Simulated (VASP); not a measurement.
# TlZnO2 (P4/mmm) in VASP: notebook

The runs below take TlZnO2 through relaxation of cell and atoms, single point, with PBE.

Everything below comes from runs of VASP 6.6.1. Logs are shortened: lines on timing, memory, paths and dates and some standing lists are left out, and cuts for length are marked.

**1. The cell of the first run**

Symmetry: P4/mmm, No. 123, tetragonal system. Conventional cell: a = 4.063 Å, b = 4.063 Å, c = 3.463 Å, α = 90.00°, β = 90.00°, γ = 90.00°. Within 2.7 Å of Zn (site symmetry 4/mmm) lie 4 O at 2.03 Å. Tl (site symmetry 4/mmm) has 8 O at 2.67 Å and 8 Zn at 3.35 Å and 2 Tl at 3.46 Å within 3.5 Å. O (site symmetry mmm) has 2 Zn at 2.03 Å and 4 Tl at 2.67 Å within 2.7 Å.

**2. Relaxation of cell and atoms, PBE**

INCAR

```
ALGO = Normal
EDIFF = 1E-7
EDIFFG = -0.01
ENCUT = 600
GGA = PE
IBRION = 2
ISIF = 3
ISMEAR = 0
LASPH = T
LCHARG = F
LREAL = F
LWAVE = F
NELM = 100
NSW = 100
PREC = Accurate
SIGMA = 0.1
```

KPOINTS

```
k-points
0
Gamma
  12 12 14
```

POSCAR

```
TlZnO2
1.0
    4.0627711139      0.0000000000      0.0000000000
    0.0000000000      4.0627711139      0.0000000000
    0.0000000000      0.0000000000      3.4626990297
Zn Tl O
1 1 2
Direct
    0.0000000000      0.0000000000      0.0000000000
    0.5000000000      0.5000000000      0.5000000000
    0.5000000000      0.0000000000      0.0000000000
    0.0000000000      0.5000000000      0.0000000000
```

Potentials or basis: VASP PAW PBE potentials, release 64 (Zn, Tl_d, O).

Launch:

```console
> cat potpaw_PBE.64/Zn/POTCAR potpaw_PBE.64/Tl_d/POTCAR potpaw_PBE.64/O/POTCAR > POTCAR
> mpirun -np 1 vasp_std > vasp.out
```

OUTCAR:

```text
EDIFF = 1E-7
   EDIFFG = -0.01
   ENCUT = 600
   GGA = PE
   IBRION = 2
   ISIF = 3
   ISMEAR = 0
   LASPH = T
   LREAL = F
   NELM = 100
   NSW = 100
   PREC = Accurate

 ion  position               nearest neighbor table
   1  0.000  0.000  0.000-   3 2.03   4 2.03   4 2.03   3 2.03   2 3.35   2 3.35   2 3.35   2 3.35
                             2 3.35   2 3.35   2 3.35   2 3.35
   2  0.500  0.500  0.500-   3 2.67   4 2.67   3 2.67   4 2.67   3 2.67   3 2.67   4 2.67   4 2.67
                             1 3.35   1 3.35   1 3.35   1 3.35   1 3.35   1 3.35   1 3.35   1 3.35
   3  0.500  0.000  0.000-   1 2.03   1 2.03   2 2.67   2 2.67   2 2.67   2 2.67
   4  0.000  0.500  0.000-   1 2.03   1 2.03   2 2.67   2 2.67   2 2.67   2 2.67

  LATTYP: Found a simple tetragonal cell.
 ALAT       =     4.0627711139
 C/A-ratio  =     0.8522998054

  Lattice vectors:

 A1 = (   4.0627711139,   0.0000000000,   0.0000000000)
 A2 = (   0.0000000000,   4.0627711139,   0.0000000000)
 A3 = (   0.0000000000,   0.0000000000,   3.4626990297)

Analysis of symmetry for initial positions (statically):
=====================================================================
 Subroutine PRICEL returns:
 Original cell was already a primitive cell.

 Routine SETGRP: Setting up the symmetry group for a
 simple tetragonal supercell.

 Subroutine GETGRP returns: Found 16 space group operations
 (whereof 16 operations were pure point group operations)
 out of a pool of 16 trial point group operations.

The static configuration has the point symmetry D_4h.

Analysis of symmetry for dynamics (positions and initial velocities):
=====================================================================
 Subroutine PRICEL returns:
 Original cell was already a primitive cell.

 Routine SETGRP: Setting up the symmetry group for a
 simple tetragonal supercell.

 Subroutine GETGRP returns: Found 16 space group operations
 (whereof 16 operations were pure point group operations)
 out of a pool of 16 trial point group operations.

The dynamic configuration has the point symmetry D_4h.

 Subroutine INISYM returns: Found 16 space group operations
 (whereof 16 operations are pure point group operations),
 and found     1 'primitive' translations

----------------------------------------------------------------------------------------

                                     Primitive cell

  volume of cell :      57.1557

  direct lattice vectors                    reciprocal lattice vectors
     4.062771114  0.000000000  0.000000000     0.246137420  0.000000000  0.000000000
     0.000000000  4.062771114  0.000000000     0.000000000  0.246137420  0.000000000
     0.000000000  0.000000000  3.462699030     0.000000000  0.000000000  0.288792064

  length of vectors
     4.062771114  4.062771114  3.462699030     0.246137420  0.246137420  0.288792064

  position of ions in fractional coordinates (direct lattice)
     0.000000000  0.000000000  0.000000000
     0.500000000  0.500000000  0.500000000
     0.500000000  0.000000000  0.000000000
     0.000000000  0.500000000  0.000000000

  ion indices of the primitive-cell ions
   primitive index   ion index
                 1           1
                 2           2
                 3           3
                 4           4

----------------------------------------------------------------------------------------

 KPOINTS: k-points

Automatic generation of k-mesh.
 Grid dimensions read from file:
 generate k-points for:   12   12   14

 Generating k-lattice:

  Cartesian coordinates                     Fractional coordinates (reciprocal lattice)
     0.020511452  0.000000000  0.000000000     0.083333333  0.000000000  0.000000000
     0.000000000  0.020511452  0.000000000     0.000000000  0.083333333  0.000000000
     0.000000000  0.000000000  0.020628005     0.000000000  0.000000000  0.071428571

  Length of vectors
     0.020511452  0.020511452  0.020628005

  Shift w.r.t. Gamma in fractional coordinates (k-lattice)
     0.000000000  0.000000000  0.000000000

 Subroutine IBZKPT returns following result:
 ===========================================

 Found    224 irreducible k-points:

 Following reciprocal coordinates:
            Coordinates               Weight
  0.000000  0.000000  0.000000      1.000000
  0.083333  0.000000  0.000000      4.000000
  0.166667  0.000000  0.000000      4.000000
  0.250000  0.000000  0.000000      4.000000
  0.333333  0.000000  0.000000      4.000000
  0.416667  0.000000  0.000000      4.000000
[... 16 lines left out ...]
  0.333333  0.333333  0.000000      4.000000
  0.416667  0.333333  0.000000      8.000000
 [... further k-points ...]
   k-points           NKPTS =    224   k-points in BZ     NKDIM =    224   number of bands    NBANDS=     22
   number of dos      NEDOS =    301   number of ions     NIONS =      4
   total plane-waves  NPLWV =  28672
   dimension x,y,z NGX =    32 NGY =   32 NGZ =   28
   dimension x,y,z NGXF=    64 NGYF=   64 NGZF=   56
   ions per type =               1   1   2
   NGX,Y,Z   is equivalent  to a cutoff of  13.09, 13.09, 13.44 a.u.
   NGXF,Y,Z  is equivalent  to a cutoff of  26.19, 26.19, 26.89 a.u.
 SYSTEM =  unknown system
   PREC   = accura    normal or accurate (medium, high low for compatibility)
   ISTART =      0    job   : 0-new  1-cont  2-samecut
   ICHARG =      2    charge: 1-file 2-atom 10-const
   ISPIN  =      1    spin polarized calculation?
   LNONCOLLINEAR =      F non collinear calculations
   LSORBIT =      F    spin-orbit coupling
   LASPH  =      T    aspherical Exc in radial PAW
   ENCUT  =  600.0 eV  44.10 Ry    6.64 a.u.   8.11  8.11  6.92*2*pi/ulx,y,z
   NELM   =    100;   NELMIN=  2; NELMDL= -5     # of ELM steps
   EDIFF  = 0.1E-06   stopping-criterion for ELM
   LREAL  =      F    real-space projection
   EDIFFG = -.1E-01   stopping-criterion for IOM
   NSW    =    100    number of steps for IOM
   IBRION =      2    ionic relax: 0-MD 1-quasi-New 2-CG
   NFREE  =      1    steps in history (QN), initial steepest desc. (CG)
   ISIF   =      3    stress and relaxation
   ISYM   =      2    0-nonsym 1-usesym 2-fastsym
   POTIM  = 0.5000    time-step for ionic-motion
   TEBEG  =    0.0;   TEEND  =   0.0 temperature during run
   PSTRESS=    0.0 pullay stress
   NELECT =      37.0000    total number of electrons
   NUPDOWN=      -1.0000    fix difference up-down
   EMIN   =  10.00;   EMAX   =-10.00  energy-range for DOS
   EFERMI =   0.00;   METHOD = LEGACY
   ISMEAR =     0;   SIGMA  =   0.10  broadening in eV -4-tet -1-fermi 0-gaus
   EFERMI_NEDOS =   21; number of points for ismear=-14 and -15
   IALGO  =     38    algorithm
   IMIX   =      4    mixing-type and parameters
     AMIX     =   0.40;   BMIX     =  1.00
     AMIX_MAG =   1.60;   BMIX_MAG =  1.00
  volume/ion in A,a.u.               =      14.29        96.43
  Fermi-wavevector in a.u.,A,eV,Ry     =   1.416192  2.676216 27.287856  2.005601
  Thomas-Fermi vector in A             =   2.537552
   LORBIT       =      0    0 simple, 1 ext, 2 COOP (PROOUT), +10 PAW based schemes
   GGA     = PE    functional components
   LHFCALC =     F    Hartree Fock is set to
   AEXX    =    0.0000 exact exchange contribution
   IVDW    =     0    specifies the selected vdW correction
   LEPSILON=     F    determine dielectric tensor
   LRPA    =     F    only Hartree local field effects (RPA)
 conjugate gradient relaxation of ions
 non-spin polarized calculation
 Gauss-broadening in eV      SIGMA  =   0.10
  energy-cutoff  :      600.00
  volume of cell :       57.16
 maximum number of plane-waves:      1944
   NGX = 17   NGY = 17   NGZ = 13

--------------------------------------- Ionic step        1  -------------------------------------------

 number of electron      37.0000017 magnetization

 Free energy of the ion-electron system (eV)
  ---------------------------------------------------
  ext. energy  EPLUGINS =         0.00000000
  ---------------------------------------------------
  free energy    TOTEN  =       -15.86131628 eV

  energy without entropy =      -15.85298267  energy(sigma->0) =      -15.85714947

------------------------ aborting loop because EDIFF is reached ----------------------------------------

  FORCE on cell =-STRESS in cart. coord.  units (eV):
  Direction    XX          YY          ZZ          XY          YZ          ZX
  --------------------------------------------------------------------------------------
  -------------------------------------------------------------------------------------
  Total        0.1793741      0.1793741      0.0414377      0.0000000     -0.0000000      0.0000000
  in kB        5.0281800      5.0281800      1.1615747      0.0000000     -0.0000000      0.0000000
  external PRESSURE =       3.7393115 kB  Pullay stress =       0.0000000 kB
[... 61 lines left out ...]
  energy  without entropy=      -15.8531601064  energy(sigma->0) =      -15.85735337

--------------------------------------- Ionic step        3  -------------------------------------------

 number of electron      37.0000015 magnetization

 Free energy of the ion-electron system (eV)
  ---------------------------------------------------
  ext. energy  EPLUGINS =         0.00000000
  ---------------------------------------------------
  free energy    TOTEN  =       -15.86159924 eV

  energy without entropy =      -15.85322791  energy(sigma->0) =      -15.85741357

 E-fermi :   4.4311     XC(G=0): -10.9262

 val. band max:        4.4225578427   @ k =   0.4167   0.0000   0.0714
 cond. band min:       4.4506215313   @ k =   0.4167   0.0833   0.0714
 fundamental gap:      0.0280636886
 Fermi energy:         4.4310642500

 k-point     1 :       0.0000    0.0000    0.0000
  band No.  band energies     occupation
      1     -13.9021      2.00000
      2     -12.7833      2.00000
      3      -6.3470      2.00000
      4      -6.1433      2.00000
      5      -5.9922      2.00000
      6      -5.9688      2.00000
[... 574 lines left out ...]
      6      -6.0603      2.00000
[... 14 lines left out ...]
     21       8.1804      0.00000
     22       9.9298      0.00000

 [... further k-points ...]
[... 5 lines left out ...]
  --------------------------------------------------------------------------------------
  -------------------------------------------------------------------------------------
  Total       -0.0027959     -0.0027959     -0.0109475      0.0000000      0.0000000      0.0000000
  in kB       -0.0781075     -0.0781075     -0.3058383      0.0000000      0.0000000      0.0000000
  external PRESSURE =      -0.1540178 kB  Pullay stress =       0.0000000 kB
[... 19 lines left out ...]
  FREE ENERGIE OF THE ION-ELECTRON SYSTEM (eV)
  ---------------------------------------------------
  free  energy   TOTEN  =       -15.8615992375 eV

  energy  without entropy=      -15.8532279059  energy(sigma->0) =      -15.85741357

 reached required accuracy - stopping structural energy minimisation
```

Run time: 6 min. Hardware: 1 thread of Intel Xeon Platinum 8375C at 2.90GHz (Ice Lake), shared host; peak memory 0.48 GiB.

Results:

| Item | Value |
| --- | --- |
| Free energy | -15.8616 eV |
| Relaxed volume | 14.34 Å³/atom |
| Relaxed cell | a = 4.069 Å, b = 4.069 Å, c = 3.464 Å, α = 90.00°, β = 90.00°, γ = 90.00° |
| Space group after relaxing (to 0.05 Å) | P4/mmm (No. 123) |
| Energy gained by relaxing | 0.1 meV/atom |
| Ionic steps | 3 |
| Pressure after relaxing | 0.0 GPa |

Step by step:
```
step  energy change (eV)  largest force (eV/Å)  pressure (GPa)  volume (Å³)
   1              0.0000                0.0000            0.37        57.16
   2             -0.0002                0.0000           -0.16        57.43
   3             -0.0003                0.0000           -0.02        57.35
```

Final structure:
```
CELL_PARAMETERS angstrom
4.06896 0.00000 0.00000
0.00000 4.06896 0.00000
0.00000 0.00000 3.46392
ATOMIC_POSITIONS crystal
Zn 0.00000 0.00000 0.00000
Tl 0.50000 0.50000 0.50000
O 0.50000 0.00000 0.00000
O 0.00000 0.50000 0.00000
```

Caveat: spin-orbit coupling is left out, which moves the levels of the heavy elements; an odd number of electrons without spin polarisation forces a metal; a magnetic or distorted state may lie lower.

**3. Single point, PBE**

This run uses another cell than the first one, of 13.37 Å³/atom, 0.936 times its volume.

INCAR

```
SYSTEM = TlZnO2
  PREC = Accurate
  ENCUT = 520
  EDIFF = 1E-6
  ISMEAR = 0
  SIGMA = 0.1
  LREAL = .FALSE.
  LASPH = .TRUE.
  NELM = 100
  ALGO = Normal
  ISIF = 2
  LWAVE = .FALSE.
  LCHARG = .FALSE.
  GGA = PE
  NBANDS = 26
```

KPOINTS

```
Automatic mesh
0
G
  4 4 6
  0 0 0
```

POSCAR

```
TlZnO2
1.0
    3.9600000000      0.0000000000      0.0000000000
    0.0000000000      3.9600000000      0.0000000000
    0.0000000000      0.0000000000      3.4101173000
Zn Tl O
1 1 2
Direct
    0.0000000000      0.0000000000      0.0000000000
    0.5000000000      0.5000000000      0.5000000000
    0.5000000000      0.0000000000      0.0000000000
    0.0000000000      0.5000000000      0.0000000000
```

Potentials or basis: VASP PAW PBE potentials, release 64 (Zn, Tl_d, O).

Launch:

```console
> cat potpaw_PBE.64/Zn/POTCAR potpaw_PBE.64/Tl_d/POTCAR potpaw_PBE.64/O/POTCAR > POTCAR
> mpirun -np 1 vasp_std > vasp.out
```

Run time: 54 s. Hardware: 1 thread of AMD EPYC 7R13 (Zen 3), shared host; peak memory 0.15 GiB.

The run converged. Its results:

```
Free energy : -15.7652 eV
Pressure    : 9.1 GPa
```

Stress tensor (GPa, compression positive):
```
11.23  0.00  0.00
 0.00 11.23  0.00
 0.00  0.00  4.80
```

Levels at points of the mesh, in eV from the Fermi level:
```csv
k point,band 15,band 16,band 17,band 18,band 19,band 20,band 21,band 22
"(0.00, 0.00, 0.00)",-4.27,-3.57,-2.31,-2.31,-2.15,1.44,7.24,7.24
"(0.50, 0.00, 0.00)",-3.84,-2.89,-2.37,-2.28,0.19,2.15,7.15,8.17
"(0.50, 0.50, 0.00)",-1.82,-1.82,-1.16,-0.11,1.51,2.72,2.72,4.85
"(0.00, 0.00, 0.50)",-4.45,-2.38,-1.69,-1.69,1.52,2.66,4.36,4.63
"(0.50, 0.00, 0.50)",-4.23,-3.86,-3.07,-1.85,0.35,2.25,5.86,6.51
"(0.50, 0.50, 0.50)",-3.65,-3.65,-3.10,-1.38,-0.07,1.50,6.52,6.52
```

Caveat: the k points lie up to 0.40 Å⁻¹ apart; spin-orbit coupling is left out, which moves the levels of the heavy elements; an odd number of electrons without spin polarisation forces a metal; a magnetic or distorted state may lie lower.

**4. Single point, PBE**

INCAR

```
SYSTEM = TlZnO2
PREC     = Accurate       ! precision mode
ENCUT    = 520            ! plane-wave cutoff, eV
EDIFF    = 1E-6           ! SCF threshold, eV
ISMEAR   = 0              ! smearing method
SIGMA    = 0.1            ! smearing width, eV
LREAL    = .FALSE.        ! projectors in reciprocal space
LASPH    = .TRUE.         ! aspherical terms in the spheres
NELM     = 100            ! most SCF steps
ALGO     = Normal         ! electronic algorithm
ISIF     = 2              ! what is computed and relaxed
LWAVE    = .FALSE.        ! write WAVECAR
LCHARG   = .TRUE.         ! write CHGCAR
GGA      = PE             ! functional
LELF     = .TRUE.         ! ELF
LVHAR    = .TRUE.       
NBANDS   = 26             ! bands
```

KPOINTS is that of step 3.

POSCAR

```
TlZnO2
1.0
    4.0627711139      0.0000000000      0.0000000000
    0.0000000000      4.0627711139      0.0000000000
    0.0000000000      0.0000000000      3.4626990297
Zn Tl O
1 1 2
Direct
    0.0000000000      0.0000000000      0.0000000000
    0.5000000000      0.5000000000      0.5000000000
    0.5000000000      0.0000000000      0.0000000000
    0.0000000000      0.5000000000      0.0000000000
```

Launch:

```console
> cat potpaw_PBE.64/Zn/POTCAR potpaw_PBE.64/Tl_d/POTCAR potpaw_PBE.64/O/POTCAR > POTCAR
> mpirun -np 1 vasp_std > vasp.out
```

It took 56 s on 1 thread of AMD EPYC 7R13 (Zen 3), shared host; peak memory 0.16 GiB.

Results (log left out):

- Free energy: -15.8798 eV
- Pressure: 0.4 GPa

Stress tensor (GPa, compression positive):
```
0.63 0.00 0.00
0.00 0.63 0.00
0.00 0.00 0.03
```

Levels at points of the mesh, in eV from the Fermi level:
| k point | band 15 | band 16 | band 17 | band 18 | band 19 | band 20 | band 21 | band 22 |
| --- | --- | --- | --- | --- | --- | --- | --- | --- |
| (0.00, 0.00, 0.00) | -4.24 | -3.07 | -2.00 | -2.00 | -1.80 | 1.24 | 7.10 | 7.10 |
| (0.50, 0.00, 0.00) | -3.77 | -2.60 | -2.04 | -1.96 | 0.21 | 2.20 | 6.85 | 7.89 |
| (0.50, 0.50, 0.00) | -1.58 | -1.58 | -0.96 | -0.17 | 1.37 | 2.81 | 2.81 | 4.69 |
| (0.00, 0.00, 0.50) | -4.01 | -2.10 | -1.46 | -1.46 | 1.38 | 2.38 | 4.24 | 4.57 |
| (0.50, 0.00, 0.50) | -3.78 | -3.42 | -3.00 | -1.65 | 0.30 | 2.44 | 5.65 | 6.10 |
| (0.50, 0.50, 0.50) | -3.31 | -3.31 | -3.01 | -1.14 | -0.13 | 1.74 | 6.45 | 6.45 |

Caveat: the k points lie up to 0.39 Å⁻¹ apart; spin-orbit coupling is left out, which moves the levels of the heavy elements; an odd number of electrons without spin polarisation forces a metal; a magnetic or distorted state may lie lower.

[end of part 1 of 2]
